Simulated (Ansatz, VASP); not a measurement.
## Sn4P in VASP and in Ansatz

Contents of INCAR:

```
PREC = Accurate
ENCUT = 520
EDIFF = 1E-7
ISMEAR = 0
SIGMA = 0.1
LREAL = False
LASPH = True
NELM = 80
ALGO = Normal
ISIF = 2
LWAVE = False
LCHARG = False
GGA = PE
NBANDS = 38
```

KPOINTS

```
Automatic mesh
0
Gamma
  4 4 4
```

Contents of POSCAR:

```
Sn4P
1.0
    4.9802368600      0.0000000000      0.0000000000
    0.0000000000      4.9802368600      0.0000000000
    0.0000000000      0.0000000000      4.9802368600
Sn P
4 1
Direct
    0.5000000000      0.5000000000      0.5000000000
    0.0000000000      0.5000000000      0.5000000000
    0.5000000000      0.0000000000      0.5000000000
    0.5000000000      0.5000000000      0.0000000000
    0.0000000000      0.0000000000      0.0000000000
```

Input for Ansatz:

```yaml
crystal:
  lattice:
    - [4.98023686, 0.0, 0.0]
    - [0.0, 4.98023686, 0.0]
    - [0.0, 0.0, 4.98023686]
  atoms:
    - { symbol: Sn, position: [0.5, 0.5, 0.5] }
    - { symbol: Sn, position: [0.0, 0.5, 0.5] }
    - { symbol: Sn, position: [0.5, 0.0, 0.5] }
    - { symbol: Sn, position: [0.5, 0.5, 0.0] }
    - { symbol: P, position: [0.0, 0.0, 0.0] }
basis:
  ecutwfc: 420
kpoints:
  mp_grid: { grid: [4, 4, 4] }
hamiltonian:
  xc: pbe
scf:
  occupations: { method: gaussian, width: 0.1 }
  lower_state_search: "off"
output:
  forces: true
  stress: true
  eigenvalues: true
```

Change from the starting cell: species swapped into the Mn4N type (Pm-3m, No. 221).

Alike in both runs: task single point; functional PBE; k mesh 4 × 4 × 4; occupations gaussian, width 0.1 eV; no spin polarisation.

```csv
,VASP,Ansatz
version,VASP 6.6.1,Ansatz 0.2.0
potentials or method,"VASP PAW PBE potentials, release 64 (Sn_d, P), cutoff 520 eV","scalar-relativistic, plane waves, PAW"
valence electrons in the cell,61,61
```

|  | VASP | Ansatz | Ansatz less VASP |
| --- | --- | --- | --- |
| gap on the k mesh at the Fermi level (eV) | none | none | - |
| pressure (GPa) | 26.8 | 26.9 | +0.06 |

A gap of «none» marks a metal or a gap that the smearing closes. The functional is the same, so the differences come from potentials, cutoffs and numerics.
